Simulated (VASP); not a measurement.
Input of a VASP 6.6.1 run:

The input INCAR:

```
SYSTEM = Pd
ALGO = Normal
EDIFF = 1E-6
ENCUT = 520
GGA = CA
ISIF = 2
ISMEAR = -1
ISPIN = 2
LASPH = .True.
LCHARG = .False.
LMAXMIX = 4
LORBIT = 11
LREAL = .False.
LWAVE = .False.
MAGMOM = 0.5
NBANDS = 15
NELM = 150
PREC = Accurate
SIGMA = 0.05
```

KPOINTS

```
k-points
0
Gamma
  23 23 23
  0 0 0
```

The input POSCAR:

```
Pd
1.0
    0.0000000000      1.8943242268      1.8943242268
    1.8943242268      0.0000000000      1.8943242268
    1.8943242268      1.8943242268      0.0000000000
Pd
1
Direct
    0.0000000000      0.0000000000      0.0000000000
```

Potentials or basis: VASP PAW LDA potentials, release 64 (Pd).

Run with:

```bash
$ cat potpaw_LDA.64/Pd/POTCAR > POTCAR
$ mpirun -np 1 vasp_std > vasp.out
```

Question: What does it give for the band gap on the k mesh?

Answer: Zero (filled and empty bands overlap).

Question: What does it give for the net moment?

Answer: 0.00 μB per cell.

Question: Predict the pressure.

Answer: 10.4 GPa.

Caveat: the cell stands under pressure.
